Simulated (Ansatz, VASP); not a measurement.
## One calculation of TaBr, two programs

```xyz
2
Lattice="0.0000 2.7111 2.7111 2.7111 0.0000 2.7111 2.7111 2.7111 0.0000" Properties=species:S:1:pos:R:3 pbc="T T T"
Ta    2.7111    2.7111    2.7111
Br    0.0000    0.0000    0.0000
```

Alike in both runs: functional PBE; k mesh 6 × 6 × 6; occupations gaussian, width 0.1 eV; collinear spin.

Ansatz relaxed the structure, and its values are those at the end. VASP's run is a single point on that final structure, the one shown.

|  | VASP | Ansatz |
| --- | --- | --- |
| version | VASP 6.6.1 | Ansatz 0.2.0 |
| potentials or method | VASP PAW PBE potentials, release 64 (Ta_pv, Br), cutoff 520 eV | scalar-relativistic, plane waves, PAW |
| valence electrons in the cell | 18 | 20 |

```csv
,VASP,Ansatz,Ansatz less VASP
gap on the k mesh at the Fermi level (eV),none,none,-
pressure (GPa),0.1,0.0,-0.14
net moment per atom (μB),0.19,0.19,+0.001
size of the moment on the site where the two differ most (μB),0.26,0.23,-0.030
```

Site moments also hang on the region over which each program counts them. A gap of «none» marks a metal or a gap that the smearing closes. With one functional, cell and mesh, what is left measures potentials, basis and numerics. VASP's potentials hold 18 valence electrons a cell and Ansatz's 20, so a difference there can come from the potentials and not from the codes.

Spin-orbit coupling is off throughout.
